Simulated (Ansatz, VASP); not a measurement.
**BaTiO3: VASP beside Ansatz**

```
Ba Ti O
1.0
     3.92550    0.00000    0.00000
     0.00000    3.92550    0.00000
     0.00000    0.00000    3.92550
Ba Ti O
1 1 3
Direct
  0.50000 0.50000 0.50000
  0.00000 0.00000 0.00000
  0.50000 0.00000 0.00000
  0.00000 0.50000 0.00000
  0.00000 0.00000 0.50000
```

Change from the starting cell: volume scaled by 0.94, crystal datasets.

Alike in both runs: task electric field gradients; functional PBE; k mesh 8 × 8 × 8; occupations fermi-dirac, width 0.05 eV; no spin polarisation.

```csv
,VASP,Ansatz
version,VASP 6.6.1,Ansatz 0.2.0
potentials or method,"VASP PAW PBE potentials, release 64 (Ba_sv, Ti_sv, O), cutoff 520 eV","all-electron PAW with datasets made for the crystal, scalar-relativistic"
```

```csv
,VASP,Ansatz,Ansatz less VASP
gap on the k mesh at the Fermi level (eV),1.86,1.93,+0.069
pressure (GPa),15.7,13.5,-2.22
size of Vzz on the site where it differs most (V/Å²),19.6,19.7,+0.04
```

Ansatz ran all-electron here, and VASP with PAW potentials.

Neither program's run includes spin-orbit coupling.
